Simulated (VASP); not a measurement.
# NaCl in VASP: notebook

The runs below take NaCl through single point, with PBE.

All numbers are computed with VASP 6.6.1; they aren't measurements. Logs are shortened: lines on timing, memory, paths and dates and some standing lists are left out, and cuts for length are marked.

**1. The cell of the first run**

The structure is tetragonal, space group I-4m2 (No. 119). The conventional cell has a = 4.366 Å, b = 4.366 Å, c = 6.533 Å, α = 90.00°, β = 90.00°, γ = 90.00°. Na (site symmetry -4m2) has 4 Cl at 2.73 Å within 3.6 Å. Within 3.6 Å of Cl (site symmetry -4m2) lie 4 Na at 2.73 Å.

**2. Single point, PBE (uniaxial z strain +5.8%)**

The input, INCAR:

```
PREC = Accurate
ENCUT = 520
EDIFF = 1E-7
ISMEAR = -1
SIGMA = 0.02
LREAL = F
LASPH = T
NELM = 60
ALGO = Normal
ISIF = 2
LWAVE = F
LCHARG = T
GGA = PE
LELF = T
LVHAR = T
NBANDS = 14
```

The input, KPOINTS:

```
Automatic mesh
0
Gamma
  8 8 8
```

The input, POSCAR:

```
NaCl
1.0
    0.0000000000      3.0872727775      3.2663345986
    3.0872727775      0.0000000000      3.2663345986
    3.0872727775      3.0872727775      0.0000000000
Na Cl
1 1
Direct
    0.0000000000      0.0000000000      0.0000000000
    0.2500000000      0.2500000000      0.2500000000
```

Potentials or basis: VASP PAW PBE potentials, release 64 (Na_pv, Cl).

Run with:

```bash
cat potpaw_PBE.64/Na_pv/POTCAR potpaw_PBE.64/Cl/POTCAR > POTCAR
mpirun -np 1 vasp_std > vasp.out
```

OUTCAR:

```text
PREC = Accurate
   ENCUT = 520
   EDIFF = 1E-7
   ISMEAR = -1
   LREAL = F
   LASPH = T
   NELM = 60
   ISIF = 2
   GGA = PE

 ion  position               nearest neighbor table
   1  0.000  0.000  0.000-   2 2.73   2 2.73   2 2.73   2 2.73
   2  0.250  0.250  0.250-   1 2.73   1 2.73   1 2.73   1 2.73

  LATTYP: Found a body centered tetragonal cell.
 ALAT       =     4.3660630327
 C/A-ratio  =     1.4962379490

  Lattice vectors:

 A1 = (  -3.0872727775,   0.0000000000,   3.2663345986)
 A2 = (   3.0872727775,   0.0000000000,   3.2663345986)
 A3 = (   0.0000000000,   3.0872727775,  -3.2663345986)

Analysis of symmetry for initial positions (statically):
=====================================================================
 Subroutine PRICEL returns:
 Original cell was already a primitive cell.

 Routine SETGRP: Setting up the symmetry group for a
 body centered tetragonal supercell.

 Subroutine GETGRP returns: Found  8 space group operations
 (whereof  8 operations were pure point group operations)
 out of a pool of 16 trial point group operations.

The static configuration has the point symmetry D_2d.

Analysis of symmetry for dynamics (positions and initial velocities):
=====================================================================
 Subroutine PRICEL returns:
 Original cell was already a primitive cell.

 Routine SETGRP: Setting up the symmetry group for a
 body centered tetragonal supercell.

 Subroutine GETGRP returns: Found  8 space group operations
 (whereof  8 operations were pure point group operations)
 out of a pool of 16 trial point group operations.

The dynamic configuration has the point symmetry D_2d.

 Subroutine INISYM returns: Found  8 space group operations
 (whereof  8 operations are pure point group operations),
 and found     1 'primitive' translations

----------------------------------------------------------------------------------------

                                     Primitive cell

  volume of cell :      62.2645

  direct lattice vectors                    reciprocal lattice vectors
     0.000000000  3.087272777  3.266334599    -0.161955239  0.161955239  0.153076785
     3.087272777  0.000000000  3.266334599     0.161955239 -0.161955239  0.153076785
     3.087272777  3.087272777  0.000000000     0.161955239  0.161955239 -0.153076785

  length of vectors
     4.494462695  4.494462695  4.366063033     0.275484121  0.275484121  0.275484121

  position of ions in fractional coordinates (direct lattice)
     0.000000000  0.000000000  0.000000000
     0.250000000  0.250000000  0.250000000

[... 82 lines left out ...]
   ISIF   =      2    stress and relaxation
   ISYM   =      2    0-nonsym 1-usesym 2-fastsym
   POTIM  = 0.5000    time-step for ionic-motion
   TEBEG  =    0.0;   TEEND  =   0.0 temperature during run
   PSTRESS=    0.0 pullay stress
   NELECT =      14.0000    total number of electrons
   NUPDOWN=      -1.0000    fix difference up-down
   EMIN   =  10.00;   EMAX   =-10.00  energy-range for DOS
   EFERMI =   0.00;   METHOD = LEGACY
   ISMEAR =    -1;   SIGMA  =   0.02  broadening in eV -4-tet -1-fermi 0-gaus
   EFERMI_NEDOS =   21; number of points for ismear=-14 and -15
   IALGO  =     38    algorithm
   IMIX   =      4    mixing-type and parameters
     AMIX     =   0.40;   BMIX     =  1.00
     AMIX_MAG =   1.60;   BMIX_MAG =  1.00
  volume/ion in A,a.u.               =      31.13       210.09
  Fermi-wavevector in a.u.,A,eV,Ry     =   0.995491  1.881205 13.483402  0.991002
  Thomas-Fermi vector in A             =   2.127515
   LORBIT       =      0    0 simple, 1 ext, 2 COOP (PROOUT), +10 PAW based schemes
   GGA     = PE    functional components
[... 5 lines left out ...]
 non-spin polarized calculation
  energy-cutoff  :      520.00
  volume of cell :       62.26
 maximum number of plane-waves:      1700
 NGX is ok and might be reduce to    36
   NGX = 17   NGY = 17   NGZ = 17

 number of electron      14.0000007 magnetization

 Free energy of the ion-electron system (eV)
  ---------------------------------------------------
  ext. energy  EPLUGINS =         0.00000000
  ---------------------------------------------------
  free energy    TOTEN  =        -6.64061928 eV

  energy without entropy =       -6.64061928  energy(sigma->0) =       -6.64061928

 E-fermi :  -2.0524     XC(G=0):  -6.6523

 val. band max:       -2.5833939419   @ k =   0.0000   0.0000   0.0000
 cond. band min:       2.1956931493   @ k =   0.0000   0.0000   0.0000
 fundamental gap:      4.7790870912
 Fermi energy:        -2.0524325015

 k-point     1 :       0.0000    0.0000    0.0000
  band No.  band energies     occupation
      1     -23.3612      2.00000
      2     -23.3612      2.00000
      3     -23.3542      2.00000
      4     -14.6642      2.00000
      5      -2.6435      2.00000
      6      -2.5834      2.00000
      7      -2.5834      2.00000
      8       2.1957      0.00000
      9       8.3697      0.00000
     10       8.4849      0.00000
     11       8.4849      0.00000
     12       9.8269      0.00000
     13      10.6030      0.00000
     14      11.9374      0.00000
[... 377 lines left out ...]
      1     -23.3687      2.00000
      2     -23.3626      2.00000
      3     -23.3563      2.00000
      4     -14.5623      2.00000
      5      -3.3556      2.00000
      6      -2.7632      2.00000
      7      -2.6980      2.00000
      8       4.1988      0.00000
      9       6.6449      0.00000
     10       7.7637      0.00000
     11       8.3218      0.00000
     12       9.9106      0.00000
     13      11.2436      0.00000
     14      11.8794      0.00000

 [... further k-points ...]

------------------------ aborting loop because EDIFF is reached ----------------------------------------

  FORCE on cell =-STRESS in cart. coord.  units (eV):
  Direction    XX          YY          ZZ          XY          YZ          ZX
  --------------------------------------------------------------------------------------
  -------------------------------------------------------------------------------------
  Total       -0.0990501     -0.0990501     -0.1887847      0.0000000      0.0000000      0.0000000
  in kB       -2.5487370     -2.5487370     -4.8577660      0.0000000      0.0000000      0.0000000
  external PRESSURE =      -3.3184133 kB  Pullay stress =       0.0000000 kB

 VOLUME and BASIS-vectors are now :
 -----------------------------------------------------------------------------
  energy-cutoff  :      520.00
  volume of cell :       62.26
      direct lattice vectors                 reciprocal lattice vectors
     0.000000000  3.087272777  3.266334599    -0.161955239  0.161955239  0.153076785
     3.087272777  0.000000000  3.266334599     0.161955239 -0.161955239  0.153076785
     3.087272777  3.087272777  0.000000000     0.161955239  0.161955239 -0.153076785

 POSITION                                       TOTAL-FORCE (eV/Angst)
 -----------------------------------------------------------------------------------
      0.00000      0.00000      0.00000         0.000000      0.000000      0.000000
      1.54364      1.54364      1.63317        -0.000000     -0.000000      0.000000
 -----------------------------------------------------------------------------------
    total drift:                                0.000007      0.000007     -0.000001

  FREE ENERGIE OF THE ION-ELECTRON SYSTEM (eV)
  ---------------------------------------------------
  free  energy   TOTEN  =        -6.6406192819 eV

  energy  without entropy=       -6.6406192819  energy(sigma->0) =       -6.64061928
```

Run time: 20 s. Hardware: 1 thread of Intel Xeon 6975P-C (Granite Rapids), shared host; peak memory 0.2 GiB.

What came out:

* Free energy: -6.6406 eV
* Pressure: -0.3 GPa
* Band gap on the k mesh: 4.78 eV, direct

Caveat: the cell differs from its parent crystal (uniaxial z strain +5.8%). A k mesh can miss the band edges.

**3. Single point, PBE (shear xy strain +4.6%)**

The input, INCAR:

```
PREC     = Accurate       # precision mode
ENCUT    = 520            # plane-wave cutoff, eV
EDIFF    = 1E-7           # SCF threshold, eV
ISMEAR   = -1             # smearing method
SIGMA    = 0.02           # smearing width, eV
LREAL    = False          # projectors in reciprocal space
LASPH    = True           # aspherical terms in the spheres
NELM     = 80             # most SCF steps
ALGO     = Normal         # electronic algorithm
ISIF     = 2              # what is computed and relaxed
LWAVE    = False          # write WAVECAR
LCHARG   = False          # write CHGCAR
GGA      = PE             # functional
NBANDS   = 14             # bands
```

The input, KPOINTS:

```
regular mesh
0
Gamma
  8 8 8
```

The input, POSCAR:

```
NaCl
1.0
    0.0713160012      3.0872727775      3.0872727775
    3.0872727775      0.0713160012      3.0872727775
    3.1585887787      3.1585887787      0.0000000000
Na Cl
1 1
Direct
    0.0052379633      0.0052379633     -0.0052379633
    0.2447620367      0.2447620367      0.2552379633
```

Potentials or basis: VASP PAW PBE potentials, release 64 (Na_pv, Cl).

Run with:

```bash
cat potpaw_PBE.64/Na_pv/POTCAR potpaw_PBE.64/Cl/POTCAR > POTCAR
mpirun -np 1 vasp_std > vasp.out
```

OUTCAR:

```text
PREC = Accurate
   ENCUT = 520
   EDIFF = 1E-7
   ISMEAR = -1
   LREAL = False
   LASPH = True
   NELM = 80
   ISIF = 2
   GGA = PE

 ion  position               nearest neighbor table
   1  0.005  0.005  0.995-   2 2.67   2 2.67   2 2.68   2 2.68
   2  0.245  0.245  0.255-   1 2.67   1 2.67   1 2.68   1 2.68

  LATTYP: Found a body centered orthorhombic cell.
 ALAT       =     4.2652069766
 B/A-ratio  =     1.0472924558
 C/A-ratio  =     1.4476543785

  Lattice vectors:

 A1 = (   3.0872727775,   0.0713160012,  -3.0872727775)
 A2 = (  -3.0872727775,  -0.0713160012,  -3.0872727775)
 A3 = (   0.0713160012,   3.0872727775,   3.0872727775)

Analysis of symmetry for initial positions (statically):
=====================================================================
 Subroutine PRICEL returns:
 Original cell was already a primitive cell.

 Routine SETGRP: Setting up the symmetry group for a
 body centered orthorhombic supercell.

 Subroutine GETGRP returns: Found  4 space group operations
 (whereof  4 operations were pure point group operations)
 out of a pool of  8 trial point group operations.

The static configuration has the point symmetry C_2v.

Analysis of symmetry for dynamics (positions and initial velocities):
=====================================================================
 Subroutine PRICEL returns:
 Original cell was already a primitive cell.

 Routine SETGRP: Setting up the symmetry group for a
 body centered orthorhombic supercell.

 Subroutine GETGRP returns: Found  4 space group operations
 (whereof  4 operations were pure point group operations)
 out of a pool of  8 trial point group operations.

The dynamic configuration has the point symmetry C_2v.

 Subroutine INISYM returns: Found  4 space group operations
 (whereof  4 operations are pure point group operations),
[... 115 lines left out ...]
     AMIX     =   0.40;   BMIX     =  1.00
     AMIX_MAG =   1.60;   BMIX_MAG =  1.00
  volume/ion in A,a.u.               =      29.41       198.47
  Fermi-wavevector in a.u.,A,eV,Ry     =   1.014557  1.917235 14.004829  1.029326
  Thomas-Fermi vector in A             =   2.147791
   LORBIT       =      0    0 simple, 1 ext, 2 COOP (PROOUT), +10 PAW based schemes
   GGA     = PE    functional components
[... 5 lines left out ...]
 non-spin polarized calculation
  energy-cutoff  :      520.00
  volume of cell :       58.82
 maximum number of plane-waves:      1608
   NGX = 17   NGY = 17   NGZ = 17

 number of electron      14.0000001 magnetization

 Free energy of the ion-electron system (eV)
  ---------------------------------------------------
  ext. energy  EPLUGINS =         0.00000000
  ---------------------------------------------------
  free energy    TOTEN  =        -6.63555247 eV

  energy without entropy =       -6.63555247  energy(sigma->0) =       -6.63555247

 E-fermi :  -1.8706     XC(G=0):  -6.8598

 val. band max:       -2.3334465674   @ k =   0.0000   0.0000   0.0000
 cond. band min:       2.5384971050   @ k =   0.0000   0.0000   0.0000
 fundamental gap:      4.8719436724
 Fermi energy:        -1.8706066410

 k-point     1 :       0.0000    0.0000    0.0000
  band No.  band energies     occupation
      1     -23.0044      2.00000
      2     -23.0018      2.00000
      3     -22.9993      2.00000
      4     -14.5143      2.00000
      5      -2.4484      2.00000
      6      -2.3967      2.00000
      7      -2.3334      2.00000
      8       2.5385      0.00000
      9       8.5714      0.00000
     10       8.8321      0.00000
     11       9.0961      0.00000
     12      10.6108      0.00000
     13      10.6253      0.00000
     14      12.9130      0.00000
[... 377 lines left out ...]
      1     -23.0104      2.00000
      2     -23.0032      2.00000
      3     -23.0006      2.00000
      4     -14.4424      2.00000
      5      -2.8776      2.00000
      6      -2.5111      2.00000
      7      -2.4793      2.00000
      8       3.6962      0.00000
      9       7.8750      0.00000
     10       8.3840      0.00000
     11       9.0785      0.00000
     12       9.4948      0.00000
     13      10.9743      0.00000
     14      12.5092      0.00000

 [... further k-points ...]

------------------------ aborting loop because EDIFF is reached ----------------------------------------

  FORCE on cell =-STRESS in cart. coord.  units (eV):
  Direction    XX          YY          ZZ          XY          YZ          ZX
  --------------------------------------------------------------------------------------
  -------------------------------------------------------------------------------------
  Total        0.2506285      0.2506285      0.2421613     -0.0971356      0.0000000      0.0000000
  in kB        6.8268093      6.8268093      6.5961743     -2.6458535      0.0000000      0.0000000
  external PRESSURE =       6.7499310 kB  Pullay stress =       0.0000000 kB

 VOLUME and BASIS-vectors are now :
 -----------------------------------------------------------------------------
  energy-cutoff  :      520.00
  volume of cell :       58.82
      direct lattice vectors                 reciprocal lattice vectors
     0.071316001  3.087272777  3.087272777    -0.165784869  0.165784869  0.161955239
     3.087272777  0.071316001  3.087272777     0.165784869 -0.165784869  0.161955239
     3.158588779  3.158588779  0.000000000     0.158298542  0.158298542 -0.161955239

 POSITION                                       TOTAL-FORCE (eV/Angst)
 -----------------------------------------------------------------------------------
      3.15859      3.15859      0.03234        -0.000000     -0.000000      0.004524
      1.57929      1.57929      1.51129         0.000000      0.000000     -0.004524
 -----------------------------------------------------------------------------------
    total drift:                                0.000018      0.000018      0.000225

  FREE ENERGIE OF THE ION-ELECTRON SYSTEM (eV)
  ---------------------------------------------------
  free  energy   TOTEN  =        -6.6355524690 eV

  energy  without entropy=       -6.6355524690  energy(sigma->0) =       -6.63555247
```

stdout:

```text
POSCAR found type information on POSCAR NaCl
 POSCAR found :  2 types and       2 ions
 scaLAPACK will be used
 LDA part: xc-table for (Slater+PW92), standard interpolation
 POSCAR, INCAR and KPOINTS ok, starting setup
 FFT: planning ... GRIDC
 FFT: planning ... GRID_SOFT
 FFT: planning ... GRID
 WAVECAR not read
 entering main loop
```

Wall time 26 s (1 thread of Intel Xeon 6975P-C (Granite Rapids), shared host); peak memory 0.21 GiB.

Results:

| Item | Value |
| --- | --- |
| Free energy | -6.6356 eV |
| Pressure | 0.7 GPa |
| Largest force | 0.005 eV/Å |
| Band gap on the k mesh | 4.87 eV, direct |

Forces on the atoms (eV/Å):
```
Na   0.000  0.000  0.005
Cl   0.000  0.000 -0.005
```

Stress tensor (GPa, compression positive):
```
 0.68 -0.26  0.00
-0.26  0.68  0.00
 0.00  0.00  0.66
```

Caveat: the cell differs from its parent crystal (shear xy strain +4.6%). A k mesh can miss the band edges.
